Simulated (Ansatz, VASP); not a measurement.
**GaN: VASP beside Ansatz**

```
Ga N
1.0
     0.00000    2.13524    2.13524
     2.13524    0.00000    2.13524
     2.13524    2.13524    0.00000
Ga N
1 1
Cartesian
  0.0000 0.0000 0.0000
  2.1352 2.1352 2.1352
```

Alike in both runs: task single point; functional LDA; k mesh 8 × 8 × 8; no spin polarisation.

|  | VASP | Ansatz |
| --- | --- | --- |
| version | VASP 6.6.1 | Ansatz 0.2.0 |
| potentials or method | VASP PAW LDA potentials, release 64 (Ga_d, N_h), cutoff 1330 eV | plane waves, PAW |
| occupations | gaussian, width 0.01 eV | fixed |
| valence electrons in the cell | 18 | 18 |

|  | VASP | Ansatz | Ansatz less VASP |
| --- | --- | --- | --- |
| gap on the k mesh at the Fermi level (eV) | 0.24 | 0.22 | -0.021 |
| pressure (GPa) | -12.8 | -13.8 | -0.97 |

LDA's correlation is that of Perdew and Zunger in VASP and of Perdew and Wang (1992) in Ansatz.
